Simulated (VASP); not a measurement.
# InSb2As3 (Fd-3m) in VASP: notebook

InSb2As3 is run at these levels: PBE; tasks: single point, relaxation of cell and atoms.

Everything below comes from runs of VASP 6.6.1. Logs are shortened: lines on timing, memory, paths and dates and some standing lists are left out, and cuts for length are marked.

### Step 1. The cell of the first run

The structure is cubic, space group Fd-3m (No. 227). The conventional cell has a = 10.750 Å, b = 10.750 Å, c = 10.750 Å, α = 90.00°, β = 90.00°, γ = 90.00°. In (site symmetry -43m) has 4 As at 2.33 Å within 3.1 Å. Sb (site symmetry -3m) has 2 As at 2.33 Å within 3.1 Å. As (site symmetry -3m) has 2 In at 2.33 Å within 3.1 Å. As (site symmetry -43m) has 4 Sb at 2.33 Å within 3.1 Å.

### Step 2. Single point, PBE

File INCAR:

```
SYSTEM = InSb2As3
  PREC = Accurate
  ENCUT = 520
  EDIFF = 1E-6
  ISMEAR = 0
  SIGMA = 0.1
  LREAL = .FALSE.
  LASPH = .TRUE.
  NELM = 80
  ALGO = Normal
  ISIF = 2
  LWAVE = .FALSE.
  LCHARG = .FALSE.
  GGA = PE
  NBANDS = 50
```

File KPOINTS:

```
regular mesh
0
G
  4 4 4
  0 0 0
```

File POSCAR:

```
InSb2As3
1.0
    0.0000000000      5.3750930900      5.3750930900
    5.3750930900      0.0000000000      5.3750930900
    5.3750930900      5.3750930900      0.0000000000
In Sb As
2 4 6
Direct
    0.0000000000      0.0000000000      0.0000000000
    0.2500000000      0.2500000000      0.2500000000
    0.6250000000      0.6250000000      0.6250000000
    0.6250000000      0.6250000000      0.1250000000
    0.6250000000      0.1250000000      0.6250000000
    0.1250000000      0.6250000000      0.6250000000
    0.1250000000      0.1250000000      0.1250000000
    0.1250000000      0.1250000000      0.6250000000
    0.1250000000      0.6250000000      0.1250000000
    0.6250000000      0.1250000000      0.1250000000
    0.7500000000      0.7500000000      0.7500000000
    0.5000000000      0.5000000000      0.5000000000
```

Potentials or basis: VASP PAW PBE potentials, release 64 (In_d, Sb, As).

On the command line:

```bash
$ cat potpaw_PBE.64/In_d/POTCAR potpaw_PBE.64/Sb/POTCAR potpaw_PBE.64/As/POTCAR > POTCAR
$ mpirun -np 1 vasp_std > vasp.out
```

OUTCAR:

```text
SYSTEM = InSb2As3
   PREC = Accurate
   ENCUT = 520
   EDIFF = 1E-6
   ISMEAR = 0
   LREAL = .FALSE.
   LASPH = .TRUE.
   NELM = 80
   ISIF = 2
   GGA = PE

 ion  position               nearest neighbor table
   1  0.000  0.000  0.000-   7 2.33   8 2.33   9 2.33  10 2.33
   2  0.250  0.250  0.250-   7 2.33   8 2.33   9 2.33  10 2.33
   3  0.625  0.625  0.625-  11 2.33  12 2.33
   4  0.625  0.625  0.125-  11 2.33  12 2.33
   5  0.625  0.125  0.625-  11 2.33  12 2.33
   6  0.125  0.625  0.625-  11 2.33  12 2.33
   7  0.125  0.125  0.125-   1 2.33   2 2.33
   8  0.125  0.125  0.625-   1 2.33   2 2.33
   9  0.125  0.625  0.125-   1 2.33   2 2.33
  10  0.625  0.125  0.125-   1 2.33   2 2.33
  11  0.750  0.750  0.750-   3 2.33   4 2.33   5 2.33   6 2.33
  12  0.500  0.500  0.500-   3 2.33   4 2.33   5 2.33   6 2.33

  LATTYP: Found a face centered cubic cell.
 ALAT       =    10.7501861800

  Lattice vectors:

 A1 = (   0.0000000000,   5.3750930900,   5.3750930900)
 A2 = (   5.3750930900,   0.0000000000,   5.3750930900)
 A3 = (   5.3750930900,   5.3750930900,   0.0000000000)

Analysis of symmetry for initial positions (statically):
=====================================================================
 Subroutine PRICEL returns:
 Original cell was already a primitive cell.

 Routine SETGRP: Setting up the symmetry group for a
 face centered cubic supercell.

 Subroutine GETGRP returns: Found 48 space group operations
 (whereof 24 operations were pure point group operations)
 out of a pool of 48 trial point group operations.

The static configuration has the point symmetry T_d .
 The point group associated with its full space group is O_h .

Analysis of symmetry for dynamics (positions and initial velocities):
=====================================================================
 Subroutine PRICEL returns:
 Original cell was already a primitive cell.

 Routine SETGRP: Setting up the symmetry group for a
 face centered cubic supercell.

 Subroutine GETGRP returns: Found 48 space group operations
 (whereof 24 operations were pure point group operations)
 out of a pool of 48 trial point group operations.

The dynamic configuration has the point symmetry T_d .
 The point group associated with its full space group is O_h .

 Subroutine INISYM returns: Found 48 space group operations
[... 109 lines left out ...]
   TEBEG  =    0.0;   TEEND  =   0.0 temperature during run
   PSTRESS=    0.0 pullay stress
   NELECT =      76.0000    total number of electrons
   NUPDOWN=      -1.0000    fix difference up-down
   EMIN   =  10.00;   EMAX   =-10.00  energy-range for DOS
   EFERMI =   0.00;   METHOD = LEGACY
   ISMEAR =     0;   SIGMA  =   0.10  broadening in eV -4-tet -1-fermi 0-gaus
   EFERMI_NEDOS =   21; number of points for ismear=-14 and -15
   IALGO  =     38    algorithm
   IMIX   =      4    mixing-type and parameters
     AMIX     =   0.40;   BMIX     =  1.00
     AMIX_MAG =   1.60;   BMIX_MAG =  1.00
  volume/ion in A,a.u.               =      25.88       174.66
  Fermi-wavevector in a.u.,A,eV,Ry     =   1.023961  1.935006 14.265653  1.048496
  Thomas-Fermi vector in A             =   2.157722
   LORBIT       =      0    0 simple, 1 ext, 2 COOP (PROOUT), +10 PAW based schemes
   GGA     = PE    functional components
   LHFCALC =     F    Hartree Fock is set to
   AEXX    =    0.0000 exact exchange contribution
   IVDW    =     0    specifies the selected vdW correction
   LEPSILON=     F    determine dielectric tensor
   LRPA    =     F    only Hartree local field effects (RPA)
 non-spin polarized calculation
 Gauss-broadening in eV      SIGMA  =   0.10
  energy-cutoff  :      520.00
  volume of cell :      310.59
 maximum number of plane-waves:      8400
 NGX is ok and might be reduce to    60
   NGX = 29   NGY = 29   NGZ = 29

 number of electron      75.9999994 magnetization

 Free energy of the ion-electron system (eV)
  ---------------------------------------------------
  ext. energy  EPLUGINS =         0.00000000
  ---------------------------------------------------
  free energy    TOTEN  =       -31.86839861 eV

  energy without entropy =      -31.81863247  energy(sigma->0) =      -31.84351554

 E-fermi :   5.7583     XC(G=0):  -9.5695

 val. band max:        5.7321343572   @ k =   0.5000   0.2500   0.0000
 cond. band min:       5.7617761601   @ k =   0.5000   0.5000   0.0000
 fundamental gap:      0.0296418029
 Fermi energy:         5.7583313171

 k-point     1 :       0.0000    0.0000    0.0000
  band No.  band energies     occupation
      1      -9.7573      2.00000
      2      -9.7573      2.00000
      3      -9.7573      2.00000
      4      -9.5860      2.00000
      5      -9.5860      2.00000
      6      -9.5860      2.00000
[... 413 lines left out ...]
     49      10.4645      0.00000
     50      10.4656      0.00000

------------------------ aborting loop because EDIFF is reached ----------------------------------------

  FORCE on cell =-STRESS in cart. coord.  units (eV):
  Direction    XX          YY          ZZ          XY          YZ          ZX
  --------------------------------------------------------------------------------------
  -------------------------------------------------------------------------------------
  Total       47.1230897     47.1230897     47.1230897      0.0000000      0.0000000      0.0000000
  in kB      243.0840003    243.0840003    243.0840003      0.0000000      0.0000000      0.0000000
  external PRESSURE =     243.0840003 kB  Pullay stress =       0.0000000 kB

 VOLUME and BASIS-vectors are now :
 -----------------------------------------------------------------------------
  energy-cutoff  :      520.00
  volume of cell :      310.59
      direct lattice vectors                 reciprocal lattice vectors
     0.000000000  5.375093090  5.375093090    -0.093021645  0.093021645  0.093021645
     5.375093090  0.000000000  5.375093090     0.093021645 -0.093021645  0.093021645
     5.375093090  5.375093090  0.000000000     0.093021645  0.093021645 -0.093021645

 POSITION                                       TOTAL-FORCE (eV/Angst)
 -----------------------------------------------------------------------------------
      0.00000      0.00000      0.00000         0.000000      0.000000      0.000000
      2.68755      2.68755      2.68755        -0.000000     -0.000000     -0.000000
      6.71887      6.71887      6.71887        -0.000000     -0.000000     -0.000000
      4.03132      4.03132      6.71887        -0.000000     -0.000000     -0.000000
      4.03132      6.71887      4.03132        -0.000000     -0.000000     -0.000000
      6.71887      4.03132      4.03132        -0.000000     -0.000000     -0.000000
      1.34377      1.34377      1.34377        -0.000000     -0.000000     -0.000000
      4.03132      4.03132      1.34377        -0.000000     -0.000000     -0.000000
      4.03132      1.34377      4.03132        -0.000000     -0.000000     -0.000000
      1.34377      4.03132      4.03132        -0.000000     -0.000000     -0.000000
      8.06264      8.06264      8.06264         0.000000      0.000000      0.000000
      5.37509      5.37509      5.37509        -0.000000     -0.000000     -0.000000
 -----------------------------------------------------------------------------------
    total drift:                                0.000000      0.000000      0.000000

  FREE ENERGIE OF THE ION-ELECTRON SYSTEM (eV)
  ---------------------------------------------------
  free  energy   TOTEN  =       -31.8683986088 eV

  energy  without entropy=      -31.8186324692  energy(sigma->0) =      -31.84351554
```

OSZICAR:

```text
N       E                     dE             d eps       ncg     rms          rms(c)
DAV:   1     0.633054759416E+03    0.63305E+03   -0.29299E+04   800   0.139E+03
DAV:   2     0.479676241066E+02   -0.58509E+03   -0.56145E+03   872   0.328E+02
DAV:   3    -0.289344842458E+02   -0.76902E+02   -0.73109E+02  1016   0.136E+02
DAV:   4    -0.333384009291E+02   -0.44039E+01   -0.43189E+01   952   0.330E+01
DAV:   5    -0.335463939861E+02   -0.20799E+00   -0.20780E+00  1192   0.775E+00    0.148E+01
DAV:   6    -0.322685604259E+02    0.12778E+01   -0.66754E+00  1166   0.111E+01    0.845E+00
DAV:   7    -0.319694025566E+02    0.29916E+00   -0.20987E+00  1032   0.565E+00    0.533E+00
DAV:   8    -0.318749764460E+02    0.94426E-01   -0.41557E-01   996   0.278E+00    0.105E+00
DAV:   9    -0.318682992116E+02    0.66772E-02   -0.64434E-02   964   0.123E+00    0.435E-01
DAV:  10    -0.318685913092E+02   -0.29210E-03   -0.61138E-03   940   0.296E-01    0.282E-01
DAV:  11    -0.318685113574E+02    0.79952E-04   -0.29347E-03   892   0.205E-01    0.901E-02
DAV:  12    -0.318684013335E+02    0.11002E-03   -0.63731E-04   860   0.112E-01    0.234E-02
DAV:  13    -0.318683971806E+02    0.41528E-05   -0.72807E-05   952   0.366E-02    0.105E-02
DAV:  14    -0.318683991239E+02   -0.19432E-05   -0.17753E-05   904   0.152E-02    0.629E-03
DAV:  15    -0.318683986088E+02    0.51508E-06   -0.17420E-06   486   0.611E-03
   1 F= -.31868399E+02 E0= -.31843516E+02  d E =-.497661E-01
```

stdout:

```text
POSCAR found type information on POSCAR InSbAs
 POSCAR found :  3 types and      12 ions
 scaLAPACK will be used
 LDA part: xc-table for (Slater+PW92), standard interpolation
 POSCAR, INCAR and KPOINTS ok, starting setup
 FFT: planning ... GRIDC
 FFT: planning ... GRID_SOFT
 FFT: planning ... GRID
 WAVECAR not read
 entering main loop
```

It took 2.9 min on 1 thread of Intel Xeon Platinum 8488C (Sapphire Rapids), shared host; peak memory 0.56 GiB.

What came out:

```yaml
Free_energy: -31.8684 eV
Pressure: 24.3 GPa
Band_gap_on_the_k_mesh: zero (band 38 reaches 6.02 eV, above the bottom of band 39 at 5.64 eV)
```

Caveat: spin-orbit coupling is left out, which moves the levels of the heavy elements.

### Step 3. Single point, PBE

This run uses another cell than the first one, of 36.34 Å³/atom, 1.404 times its volume.

File INCAR:

```
ALGO = Normal
EDIFF = 1E-7
ENCUT = 520
GGA = PE
ISIF = 2
ISMEAR = 0
LASPH = T
LCHARG = F
LREAL = F
LWAVE = F
NBANDS = 50
NELM = 100
PREC = Accurate
SIGMA = 0.1
```

File KPOINTS:

```
k-points
0
Gamma
  4 4 4
```

Edit POSCAR of step 2 so:

```diff
@@ -2,5 +2,5 @@
 1.0
-    0.0000000000      5.3750930900      5.3750930900
-    5.3750930900      0.0000000000      5.3750930900
-    5.3750930900      5.3750930900      0.0000000000
+    0.0000000000      6.0190044096      6.0190044096
+    6.0190044096      0.0000000000      6.0190044096
+    6.0190044096      6.0190044096      0.0000000000
 In Sb As
```

Potentials or basis: VASP PAW PBE potentials, release 64 (In_d, Sb, As).

On the command line:

```bash
$ cat potpaw_PBE.64/In_d/POTCAR potpaw_PBE.64/Sb/POTCAR potpaw_PBE.64/As/POTCAR > POTCAR
$ mpirun -np 1 vasp_std > vasp.out
```

Run time: 4.8 min. Hardware: 1 thread of Intel Xeon 6975P-C, shared host; peak memory 0.67 GiB.

It converged, with:

| Item | Value |
| --- | --- |
| Free energy | -38.9050 eV |
| Pressure | 0.1 GPa |
| Band gap on the k mesh | zero (band 38 reaches 2.76 eV, above the bottom of band 39 at 2.60 eV) |

Levels at points of the mesh, in eV from the Fermi level:
```csv
k point,band 36,band 37,band 38,band 39,band 40,band 41
"(0.00, 0.00, 0.00)",-0.12,-0.02,-0.02,-0.02,0.55,0.55
"(0.50, 0.00, 0.00)",-0.43,-0.43,0.09,0.09,0.15,0.44
"(0.50, 0.50, 0.00)",-0.61,-0.37,-0.37,-0.06,-0.06,0.08
```

Caveat: spin-orbit coupling is left out, which moves the levels of the heavy elements.

### Step 4. Relaxation of cell and atoms, PBE

File INCAR:

```
PREC     = Accurate       # precision mode
ENCUT    = 600            # plane-wave cutoff, eV
EDIFF    = 1E-7           # SCF threshold, eV
ISMEAR   = 0              # smearing method
SIGMA    = 0.1            # smearing width, eV
LREAL    = False          # projectors in reciprocal space
LASPH    = True           # aspherical terms in the spheres
NELM     = 80             # most SCF steps
ALGO     = Normal         # electronic algorithm
ISIF     = 3              # what is computed and relaxed
LWAVE    = False          # write WAVECAR
LCHARG   = False          # write CHGCAR
GGA      = PE             # functional
IBRION   = 2              # ionic algorithm
NSW      = 90             # ionic steps
EDIFFG   = -0.04          # ionic threshold
```

File KPOINTS:

```
regular mesh
0
Gamma
  4 4 4
```

Edit POSCAR of step 3 so:

```diff
@@ -2,5 +2,5 @@
 1.0
-    0.0000000000      6.0190044096      6.0190044096
-    6.0190044096      0.0000000000      6.0190044096
-    6.0190044096      6.0190044096      0.0000000000
+    0.0000000000      5.3750930900      5.3750930900
+    5.3750930900      0.0000000000      5.3750930900
+    5.3750930900      5.3750930900      0.0000000000
 In Sb As
```

Potentials or basis: VASP PAW PBE potentials, release 64 (In_d, Sb, As).

On the command line:

```bash
$ cat potpaw_PBE.64/In_d/POTCAR potpaw_PBE.64/Sb/POTCAR potpaw_PBE.64/As/POTCAR > POTCAR
$ mpirun -np 1 vasp_std > vasp.out
```

OUTCAR:

```text
PREC = Accurate
   ENCUT = 600
   EDIFF = 1E-7
   ISMEAR = 0
   LREAL = False
   LASPH = True
   NELM = 80
   ISIF = 3
   GGA = PE
   IBRION = 2
   NSW = 90
   EDIFFG = -0.04

 ion  position               nearest neighbor table
   1  0.000  0.000  0.000-   7 2.33   8 2.33   9 2.33  10 2.33
   2  0.250  0.250  0.250-   7 2.33   8 2.33   9 2.33  10 2.33
   3  0.625  0.625  0.625-  11 2.33  12 2.33
   4  0.625  0.625  0.125-  11 2.33  12 2.33
   5  0.625  0.125  0.625-  11 2.33  12 2.33
   6  0.125  0.625  0.625-  11 2.33  12 2.33
   7  0.125  0.125  0.125-   1 2.33   2 2.33
   8  0.125  0.125  0.625-   1 2.33   2 2.33
   9  0.125  0.625  0.125-   1 2.33   2 2.33
  10  0.625  0.125  0.125-   1 2.33   2 2.33
  11  0.750  0.750  0.750-   3 2.33   4 2.33   5 2.33   6 2.33
  12  0.500  0.500  0.500-   3 2.33   4 2.33   5 2.33   6 2.33

  LATTYP: Found a face centered cubic cell.
 ALAT       =    10.7501861800
[... 191 lines left out ...]

 val. band max:        5.7321445741   @ k =   0.5000   0.2500   0.0000
 cond. band min:       5.7617709108   @ k =   0.5000   0.5000   0.0000
 fundamental gap:      0.0296263367
 Fermi energy:         5.7583295928

 k-point     1 :       0.0000    0.0000    0.0000
  band No.  band energies     occupation
      1      -9.7572      2.00000
      2      -9.7572      2.00000
      3      -9.7572      2.00000
      4      -9.5859      2.00000
      5      -9.5859      2.00000
      6      -9.5859      2.00000
[... 510 lines left out ...]
--------------------------------------- Ionic step        4  -------------------------------------------

 number of electron      75.9999984 magnetization

 Free energy of the ion-electron system (eV)
  ---------------------------------------------------
  ext. energy  EPLUGINS =         0.00000000
  ---------------------------------------------------
  free energy    TOTEN  =       -38.89729987 eV

  energy without entropy =      -38.82418588  energy(sigma->0) =      -38.86074288

 E-fermi :   2.6072     XC(G=0):  -8.1288

 val. band max:        2.5873834344   @ k =   0.2500   0.0000   0.0000
 cond. band min:       2.6198536555   @ k =   0.5000   0.2500   0.0000
 fundamental gap:      0.0324702211
 Fermi energy:         2.6072464491

 k-point     1 :       0.0000    0.0000    0.0000
  band No.  band energies     occupation
      1     -12.0963      2.00000
      2     -12.0963      2.00000
      3     -12.0963      2.00000
      4     -12.0323      2.00000
      5     -12.0323      2.00000
      6     -12.0323      2.00000
[... 412 lines left out ...]
  FREE ENERGIE OF THE ION-ELECTRON SYSTEM (eV)
  ---------------------------------------------------
  free  energy   TOTEN  =       -38.8972998719 eV

  energy  without entropy=      -38.8241858788  energy(sigma->0) =      -38.86074288

 reached required accuracy - stopping structural energy minimisation
```

OSZICAR:

```text
N       E                     dE             d eps       ncg     rms          rms(c)
DAV:   1     0.694237531817E+03    0.69424E+03   -0.32239E+04   720   0.172E+03
DAV:   2     0.543752946987E+02   -0.63986E+03   -0.62698E+03   811   0.389E+02
DAV:   3    -0.276516767459E+02   -0.82027E+02   -0.79085E+02   862   0.154E+02
[... 56 lines left out ...]
DAV:   6    -0.388973141339E+02    0.93005E-04   -0.21212E-04   947   0.136E-01    0.359E-02
DAV:   7    -0.388972995798E+02    0.14554E-04   -0.36103E-05   871   0.434E-02    0.967E-03
DAV:   8    -0.388972996544E+02   -0.74568E-07   -0.63155E-06   981   0.889E-03    0.478E-03
DAV:   9    -0.388972998850E+02   -0.23060E-06   -0.26036E-06   901   0.616E-03    0.105E-03
DAV:  10    -0.388972998719E+02    0.13069E-07   -0.26084E-07   527   0.262E-03
   4 F= -.38897300E+02 E0= -.38860743E+02  d E =-.702829E+01
```

Wall time 21 min (1 thread of Intel Xeon 6975P-C, shared host); peak memory 0.71 GiB.

Results:

```yaml
Free_energy: -38.8973 eV
Relaxed_volume: 36.58 Å³/atom
Relaxed_cell: a = 8.531 Å, b = 8.531 Å, c = 8.531 Å, α = 60.00°, β = 60.00°, γ = 60.00°
Space_group_after_relaxing_to_0.05_Å: Fd-3m (No. 227)
Energy_gained_by_relaxing: 585.7 meV/atom
Ionic_steps: 4
Pressure_after_relaxing: -0.1 GPa
Band_gap_on_the_k_mesh: zero (band 38 reaches 2.71 eV, above the bottom of band 39 at 2.55 eV)
```

Step by step:
```
step  energy change (eV)  largest force (eV/Å)  pressure (GPa)  volume (Å³)
   1              0.0000                0.0000           24.31       310.59
   2             -5.8795                0.0000           -3.68       522.72
   3             -7.0261                0.0000            0.25       434.60
   4             -7.0283                0.0000           -0.08       439.00
```

Final structure:
```xyz
12
Lattice="0.0000 6.0322 6.0322 6.0322 0.0000 6.0322 6.0322 6.0322 0.0000" Properties=species:S:1:pos:R:3 pbc="T T T"
In    6.0322    6.0322    0.0000
In    3.0161    3.0161    3.0161
Sb    7.5403    7.5403    7.5403
Sb    4.5242    4.5242    7.5403
Sb    4.5242    7.5403    4.5242
Sb    7.5403    4.5242    4.5242
As    1.5081    1.5081    1.5081
As    4.5242    4.5242    1.5081
As    4.5242    1.5081    4.5242
As    1.5081    4.5242    4.5242
As    9.0483    9.0483    9.0483
As    6.0322    6.0322    6.0322
```

Caveat: the volume moved by over 15 % at a fixed basis, so the end points are rough; spin-orbit coupling is left out, which moves the levels of the heavy elements.

[end of part 1 of 2]
